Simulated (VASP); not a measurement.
# CaTiBe2O6 (R-3) in VASP: single point with r2SCAN

Aim: the single point of CaTiBe2O6 with r2SCAN.

Program: VASP 6.6.1. These are calculated values, not measurements. Logs are shortened: lines on timing, memory, paths and dates and some standing lists are left out, and cuts for length are marked.

## 1. The cell of the first run

It takes space group R-3 (No. 148, trigonal). Conventional cell: a = 4.774 Å, b = 4.774 Å, c = 15.983 Å, α = 90.00°, β = 90.00°, γ = 120.00°. Within 3.2 Å of Ca (site symmetry -3) lie 6 O at 2.39 Å and 6 Be at 3.11 Å. Ti (site symmetry -3) has 6 O at 2.10 Å within 2.8 Å. Within 1.6 Å of Be (site symmetry 3) lie 3 O at 1.22 Å. Within 1.6 Å of O (site symmetry 1) lie 1 Be at 1.22 Å.

## 2. Single point, r2SCAN

File POSCAR:

```
CaTiBe2O6
1.0
    2.3871350200      4.1346376200      0.0000000000
   -2.3871350200      4.1346376200      0.0000000000
    0.0000000000     -2.7564254100      5.3275511200
Ca Ti Be O
1 1 2 6
Direct
    0.0000000000      0.0000000000      0.0000000000
    0.5000000000      0.5000000000      0.5000000000
    0.2435000000      0.2435000000      0.7305000000
    0.7565000000      0.7565000000      0.2695000000
    0.4814000000      0.9719000000      0.7320000000
    0.2787000000      0.4814000000      0.7320000000
    0.9719000000      0.2787000000      0.7320000000
    0.5186000000      0.0281000000      0.2680000000
    0.7213000000      0.5186000000      0.2680000000
    0.0281000000      0.7213000000      0.2680000000
```

File INCAR.step1:

```
PREC = Accurate
ENCUT = 520
ISMEAR = -1
SIGMA = 0.1
LREAL = F
LASPH = T
NELM = 100
NBANDS = 42
GGA = PE
ALGO = Normal
EDIFF = 1E-4
LWAVE = T
LCHARG = F
```

File INCAR.step2:

```
PREC = Accurate
ENCUT = 520
EDIFF = 1E-6
ISMEAR = -1
SIGMA = 0.1
LREAL = F
LASPH = T
NELM = 100
ALGO = Normal
ISIF = 2
LWAVE = F
LCHARG = T
METAGGA = R2SCAN
LMIXTAU = T
LELF = T
LVHAR = T
NBANDS = 42
ISTART = 1
```

File KPOINTS:

```
Automatic mesh
0
Gamma
  6 6 6
```

Potentials or basis: VASP PAW PBE potentials, release 64 (Ca_sv, Ti_sv, Be, O).

On the command line:

```console
$ cat potpaw_PBE.64/Ca_sv/POTCAR potpaw_PBE.64/Ti_sv/POTCAR potpaw_PBE.64/Be/POTCAR potpaw_PBE.64/O/POTCAR > POTCAR
$ cp INCAR.step1 INCAR
$ mpirun -np 1 vasp_std > vasp.out
$ cp INCAR.step2 INCAR
$ mpirun -np 1 vasp_std > vasp.out
```

OUTCAR:

```text
PREC = Accurate
   ENCUT = 520
   EDIFF = 1E-6
   ISMEAR = -1
   LREAL = F
   LASPH = T
   NELM = 100
   ISIF = 2
   METAGGA = R2SCAN
   ISTART = 1

 ion  position               nearest neighbor table
   1  0.000  0.000  0.000-   7 2.39  10 2.39   8 2.39   5 2.39   6 2.39   9 2.39
   2  0.500  0.500  0.500-   6 2.10   9 2.10   8 2.10   5 2.10   7 2.10  10 2.10
   3  0.243  0.243  0.730-   6 1.22   7 1.22   5 1.22
   4  0.757  0.757  0.270-   9 1.22  10 1.22   8 1.22
   5  0.481  0.972  0.732-   3 1.22   2 2.10   1 2.39
   6  0.279  0.481  0.732-   3 1.22   2 2.10   1 2.39
   7  0.972  0.279  0.732-   3 1.22   2 2.10   1 2.39
   8  0.519  0.028  0.268-   4 1.22   2 2.10   1 2.39
   9  0.721  0.519  0.268-   4 1.22   2 2.10   1 2.39
  10  0.028  0.721  0.268-   4 1.22   2 2.10   1 2.39

  LATTYP: Found a trigonal (rhomboedric) cell.
 ALAT       =     5.9983900703
 COS(alpha) =     0.6832515083

  Lattice vectors:

 A1 = (   2.3871350200,   1.3782122100,   5.3275511200)
 A2 = (  -2.3871350200,   1.3782122100,   5.3275511200)
 A3 = (   0.0000000000,  -2.7564254100,   5.3275511200)

Analysis of symmetry for initial positions (statically):
=====================================================================
 Subroutine PRICEL returns:
 Original cell was already a primitive cell.

 Routine SETGRP: Setting up the symmetry group for a
 trigonal (rhombohedral) supercell.

 Subroutine GETGRP returns: Found  6 space group operations
 (whereof  6 operations were pure point group operations)
 out of a pool of 12 trial point group operations.

The static configuration has the point symmetry S_6 .

Analysis of symmetry for dynamics (positions and initial velocities):
=====================================================================
 Subroutine PRICEL returns:
 Original cell was already a primitive cell.

 Routine SETGRP: Setting up the symmetry group for a
 trigonal (rhombohedral) supercell.

 Subroutine GETGRP returns: Found  6 space group operations
 (whereof  6 operations were pure point group operations)
 out of a pool of 12 trial point group operations.

The dynamic configuration has the point symmetry S_6 .

 Subroutine INISYM returns: Found  6 space group operations
 (whereof  6 operations are pure point group operations),
 and found     1 'primitive' translations

----------------------------------------------------------------------------------------

                                     Primitive cell

  volume of cell :     105.1652

  direct lattice vectors                    reciprocal lattice vectors
     2.387135020  4.134637620  0.000000000     0.209456104  0.120929582  0.062567841
    -2.387135020  4.134637620  0.000000000    -0.209456104  0.120929582  0.062567841
     0.000000000 -2.756425410  5.327551120     0.000000000  0.000000000  0.187703502

  length of vectors
     4.774268724  4.774268724  5.998389949     0.249821052  0.249821052  0.187703502

  position of ions in fractional coordinates (direct lattice)
     0.000000000  0.000000000  0.000000000
     0.500000000  0.500000000  0.500000000
     0.243500000  0.243500000  0.730500000
     0.756500000  0.756500000  0.269500000
     0.481400000  0.971900000  0.732000000
     0.278700000  0.481400000  0.732000000
     0.971900000  0.278700000  0.732000000
     0.518600000  0.028100000  0.268000000
     0.721300000  0.518600000  0.268000000
     0.028100000  0.721300000  0.268000000

  ion indices of the primitive-cell ions
   primitive index   ion index
                 1           1
                 2           2
                 3           3
                 4           4
                 5           5
                 6           6
                 7           7
                 8           8
                 9           9
                10          10

----------------------------------------------------------------------------------------

 KPOINTS: Automatic mesh

Automatic generation of k-mesh.
 Grid dimensions read from file:
 generate k-points for:    6    6    6

 Generating k-lattice:

  Cartesian coordinates                     Fractional coordinates (reciprocal lattice)
     0.034909351  0.020154930  0.010427974     0.166666667 -0.000000000 -0.000000000
    -0.034909351  0.020154930  0.010427974    -0.000000000  0.166666667 -0.000000000
     0.000000000  0.000000000  0.031283917     0.000000000  0.000000000  0.166666667

  Length of vectors
     0.041636842  0.041636842  0.031283917

  Shift w.r.t. Gamma in fractional coordinates (k-lattice)
     0.000000000  0.000000000  0.000000000

 Subroutine IBZKPT returns following result:
 ===========================================

 Found     40 irreducible k-points:

 Following reciprocal coordinates:
            Coordinates               Weight
  0.000000  0.000000  0.000000      1.000000
  0.166667 -0.000000  0.000000      6.000000
  0.333333 -0.000000  0.000000      6.000000
  0.500000 -0.000000  0.000000      3.000000
  0.166667  0.166667  0.000000      6.000000
  0.333333  0.166667  0.000000      6.000000
[... 16 lines left out ...]
  0.166667  0.166667  0.166667      6.000000
  0.333333  0.166667  0.166667      6.000000
 [... further k-points ...]
   k-points           NKPTS =     40   k-points in BZ     NKDIM =     40   number of bands    NBANDS=     42
   number of dos      NEDOS =    301   number of ions     NIONS =     10
   total plane-waves  NPLWV =  62208
   dimension x,y,z NGX =    36 NGY =   36 NGZ =   48
   dimension x,y,z NGXF=    72 NGYF=   72 NGZF=   96
   ions per type =               1   1   2   6
   NGX,Y,Z   is equivalent  to a cutoff of  12.54, 12.54, 13.30 a.u.
   NGXF,Y,Z  is equivalent  to a cutoff of  25.07, 25.07, 26.61 a.u.
 SYSTEM =  unknown system
   PREC   = accura    normal or accurate (medium, high low for compatibility)
   ISTART =      1    job   : 0-new  1-cont  2-samecut
   ICHARG =      0    charge: 1-file 2-atom 10-const
   ISPIN  =      1    spin polarized calculation?
   LNONCOLLINEAR =      F non collinear calculations
   LSORBIT =      F    spin-orbit coupling
   LASPH  =      T    aspherical Exc in radial PAW
   ENCUT  =  520.0 eV  38.22 Ry    6.18 a.u.   8.88  8.88 11.15*2*pi/ulx,y,z
   NELM   =    100;   NELMIN=  2; NELMDL=  0     # of ELM steps
   EDIFF  = 0.1E-05   stopping-criterion for ELM
   LREAL  =      F    real-space projection
   EDIFFG = 0.1E-04   stopping-criterion for IOM
   NSW    =      0    number of steps for IOM
   IBRION =     -1    ionic relax: 0-MD 1-quasi-New 2-CG
   NFREE  =      0    steps in history (QN), initial steepest desc. (CG)
   ISIF   =      2    stress and relaxation
   ISYM   =      2    0-nonsym 1-usesym 2-fastsym
   POTIM  = 0.5000    time-step for ionic-motion
   TEBEG  =    0.0;   TEEND  =   0.0 temperature during run
   PSTRESS=    0.0 pullay stress
   NELECT =      62.0000    total number of electrons
   NUPDOWN=      -1.0000    fix difference up-down
   EMIN   =  10.00;   EMAX   =-10.00  energy-range for DOS
   EFERMI =   0.00;   METHOD = LEGACY
   ISMEAR =    -1;   SIGMA  =   0.10  broadening in eV -4-tet -1-fermi 0-gaus
   EFERMI_NEDOS =   21; number of points for ismear=-14 and -15
   IALGO  =     38    algorithm
   IMIX   =      4    mixing-type and parameters
     AMIX     =   0.40;   BMIX     =  1.00
     AMIX_MAG =   1.60;   BMIX_MAG =  1.00
  volume/ion in A,a.u.               =      10.52        70.97
  Fermi-wavevector in a.u.,A,eV,Ry     =   1.372718  2.594061 25.638208  1.884355
  Thomas-Fermi vector in A             =   2.498300
   LORBIT       =      0    0 simple, 1 ext, 2 COOP (PROOUT), +10 PAW based schemes
   METAGGA = R2SCAN    functional components
   LHFCALC =     F    Hartree Fock is set to
   AEXX    =    0.0000 exact exchange contribution
   IVDW    =     0    specifies the selected vdW correction
   LEPSILON=     F    determine dielectric tensor
   LRPA    =     F    only Hartree local field effects (RPA)
 non-spin polarized calculation
  energy-cutoff  :      520.00
  volume of cell :      105.17
 maximum number of plane-waves:      2848
   NGX = 17   NGY = 17   NGZ = 23

 number of electron      61.9999996 magnetization

 Free energy of the ion-electron system (eV)
  ---------------------------------------------------
  ext. energy  EPLUGINS =         0.00000000
  ---------------------------------------------------
  free energy    TOTEN  =       -77.98262470 eV

  energy without entropy =      -77.76287549  energy(sigma->0) =      -77.87275010

 E-fermi :   1.8239     XC(G=0): -10.9253

 val. band max:        1.8205098368   @ k =   0.0000   0.0000   0.1667
 cond. band min:       1.8344382069   @ k =   0.3333   0.1667   0.1667
 fundamental gap:      0.0139283701
 Fermi energy:         1.8239259332

 k-point     1 :       0.0000    0.0000    0.0000
  band No.  band energies     occupation
      1     -57.7965      2.00000
      2     -37.4364      2.00000
      3     -32.8908      2.00000
      4     -32.8907      2.00000
      5     -32.8533      2.00000
      6     -17.9722      2.00000
[... 34 lines left out ...]
     41      10.0565      0.00000
     42      11.7714      0.00000

 k-point     2 :       0.1667   -0.0000    0.0000
  band No.  band energies     occupation
      1     -57.7965      2.00000
      2     -37.4362      2.00000
      3     -32.8914      2.00000
      4     -32.8910      2.00000
      5     -32.8532      2.00000
      6     -17.9482      2.00000
[... 34 lines left out ...]
     41      10.0470      0.00000
     42      11.7103      0.00000

 k-point     3 :       0.3333   -0.0000    0.0000
  band No.  band energies     occupation
      1     -57.7964      2.00000
      2     -37.4357      2.00000
      3     -32.8928      2.00000
      4     -32.8913      2.00000
      5     -32.8529      2.00000
      6     -17.9882      2.00000
[... 34 lines left out ...]
     41      10.6416      0.00000
     42      11.5544      0.00000

 k-point     4 :       0.5000   -0.0000    0.0000
  band No.  band energies     occupation
      1     -57.7964      2.00000
      2     -37.4355      2.00000
      3     -32.8935      2.00000
      4     -32.8916      2.00000
      5     -32.8527      2.00000
      6     -18.0364      2.00000
[... 844 lines left out ...]
     41      10.5221      0.00000
     42      11.4493      0.00000

 k-point    23 :       0.1667    0.1667    0.1667
  band No.  band energies     occupation
      1     -57.7965      2.00000
      2     -37.4362      2.00000
      3     -32.8915      2.00000
      4     -32.8910      2.00000
      5     -32.8532      2.00000
      6     -18.0217      2.00000
[... 34 lines left out ...]
     41      10.3990      0.00000
     42      11.6288      0.00000

 k-point    24 :       0.3333    0.1667    0.1667
  band No.  band energies     occupation
      1     -57.7964      2.00000
      2     -37.4358      2.00000
      3     -32.8924      2.00000
      4     -32.8914      2.00000
      5     -32.8530      2.00000
      6     -17.9685      2.00000
[... 34 lines left out ...]
     41      10.9245      0.00000
     42      11.6756      0.00000

 [... further k-points ...]

------------------------ aborting loop because EDIFF is reached ----------------------------------------

  FORCE on cell =-STRESS in cart. coord.  units (eV):
  Direction    XX          YY          ZZ          XY          YZ          ZX
  --------------------------------------------------------------------------------------
  -------------------------------------------------------------------------------------
  Total       47.9570272     47.9569919     -7.8221307     -0.0000383      0.0000005      0.0000000
  in kB      730.6186918    730.6181549   -119.1690816     -0.0005839      0.0000074      0.0000000
  external PRESSURE =     447.3559217 kB  Pullay stress =       0.0000000 kB

 VOLUME and BASIS-vectors are now :
 -----------------------------------------------------------------------------
  energy-cutoff  :      520.00
  volume of cell :      105.17
      direct lattice vectors                 reciprocal lattice vectors
     2.387135020  4.134637620  0.000000000     0.209456104  0.120929582  0.062567841
    -2.387135020  4.134637620  0.000000000    -0.209456104  0.120929582  0.062567841
     0.000000000 -2.756425410  5.327551120     0.000000000  0.000000000  0.187703502

 POSITION                                       TOTAL-FORCE (eV/Angst)
 -----------------------------------------------------------------------------------
      0.00000      0.00000      0.00000         0.000000     -0.000000      0.000000
      0.00000      2.75642      2.66378         0.000000     -0.000000      0.000000
      0.00000     -0.00000      3.89178         0.000000      0.000000     -0.307072
      0.00000      5.51285      1.43578         0.000000     -0.000000      0.307072
     -1.17089      3.99117      3.89977        16.131740     -2.967211     -1.021090
     -0.48387      1.12503      3.89977        -5.496189     15.454097     -1.021090
      1.65476      3.15307      3.89977       -10.635551    -12.486886     -1.021090
      1.17089      1.52168      1.42778       -16.131740      2.967211      1.021090
      0.48387      4.38782      1.42778         5.496189    -15.454097      1.021090
     -1.65476      2.35978      1.42778        10.635551     12.486886      1.021090
 -----------------------------------------------------------------------------------
    total drift:                                0.000000      0.000000      0.000000

  FREE ENERGIE OF THE ION-ELECTRON SYSTEM (eV)
  ---------------------------------------------------
  free  energy   TOTEN  =       -77.9826247018 eV

  energy  without entropy=      -77.7628754930  energy(sigma->0) =      -77.87275010
```

Run time: 7.5 min. Hardware: 1 thread of Intel Xeon Platinum 8488C (Sapphire Rapids), shared host; peak memory 0.36 GiB.

Results:

* Free energy: -77.9826 eV
* Pressure: 44.7 GPa
* Largest force: 16.434 eV/Å
* Band gap on the k mesh: zero (band 31 reaches 1.87 eV, above the bottom of band 32 at 1.66 eV)

Forces in eV/Å, atoms in the order of the input:
```
Ca    0.000   0.000   0.000
Ti    0.000   0.000   0.000
Be    0.000   0.000  -0.307
Be    0.000   0.000   0.307
O    16.132  -2.967  -1.021
O    -5.496  15.454  -1.021
O   -10.636 -12.487  -1.021
O   -16.132   2.967   1.021
O     5.496 -15.454   1.021
O    10.636  12.487   1.021
```

Levels at points of the mesh, in eV from the Fermi level:
| k point | band 29 | band 30 | band 31 | band 32 | band 33 | band 34 |
| --- | --- | --- | --- | --- | --- | --- |
| (0.00, 0.00, 0.00) | -0.44 | -0.16 | -0.16 | 0.06 | 2.70 | 2.70 |
| (0.50, 0.00, 0.00) | -1.03 | -0.67 | -0.11 | 0.23 | 2.74 | 2.87 |
| (0.50, 0.50, 0.00) | -0.88 | -0.72 | -0.24 | 0.36 | 2.68 | 2.85 |
| (0.00, 0.00, 0.50) | -0.34 | -0.34 | -0.28 | -0.17 | 2.75 | 2.75 |

Caveat: the PAW data sets were made with another functional, which shifts forces and pressure a little; semilocal functionals often make such compounds metallic where correlation or magnetic order opens a gap, which also shifts bond lengths.
